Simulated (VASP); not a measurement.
Here is a VASP 6.6.1 calculation.

Contents of INCAR:

```
SYSTEM = Ti4C
PREC     = Accurate       ! precision mode
ENCUT    = 520            ! plane-wave cutoff, eV
EDIFF    = 1E-7           ! SCF threshold, eV
ISMEAR   = 0              ! smearing method
SIGMA    = 0.1            ! smearing width, eV
LREAL    = .False.        ! projectors in reciprocal space
LASPH    = .True.         ! aspherical terms in the spheres
NELM     = 80             ! most SCF steps
ALGO     = Normal         ! electronic algorithm
ISIF     = 2              ! what is computed and relaxed
LWAVE    = .False.        ! write WAVECAR
LCHARG   = .False.        ! write CHGCAR
LDIPOL   = .True.       
IDIPOL   = 3            
DIPOL    = 0.5 0.5 0.335
GGA      = PE             ! functional
IBRION   = 2              ! ionic algorithm
NSW      = 36             ! ionic steps
EDIFFG   = -0.025         ! ionic threshold
```

File KPOINTS:

```
regular mesh
0
Gamma
  9 7 1
  0 0 0
```

File POSCAR:

```
Ti4C
1.0
    2.9076478547      0.0000000000      0.0000000000
    0.0000000000      4.1120350307      0.0000000000
    0.0000000000      0.0000000000     19.6538060989
Ti C
4 1
Selective dynamics
Direct
    0.5000000000      0.5000000000      0.2035229197  F F F
    0.0000000000      0.0000000000      0.2774945423  F F F
    0.5000000000      0.5000000000      0.3439527020  F F F
    0.0000000000      0.0000000000      0.4148716059  F F F
    0.5000000000      0.4000000000      0.4372591271  F F T
```

Potentials or basis: VASP PAW PBE potentials, release 64 (Ti_sv, C).

The run is started by

```sh
$ cat potpaw_PBE.64/Ti_sv/POTCAR potpaw_PBE.64/C/POTCAR > POTCAR
$ mpirun -np 1 vasp_std > vasp.out
```

Problem. What does it give for the energy gained by relaxing?

Solution. 0.2 meV/atom.

Problem. Predict the band gap on the k mesh.

Solution. Zero (bands 26 and 27 overlap by 0.23 eV).

Final structure:
```
Ti C
1.0
     2.90765    0.00000    0.00000
     0.00000    4.11204    0.00000
     0.00000    0.00000   19.65381
Ti C
4 1
Cartesian
  1.4538 2.0560 4.0000
  0.0000 0.0000 5.4538
  1.4538 2.0560 6.7600
  0.0000 0.0000 8.1538
  1.4538 1.6448 8.6056
```
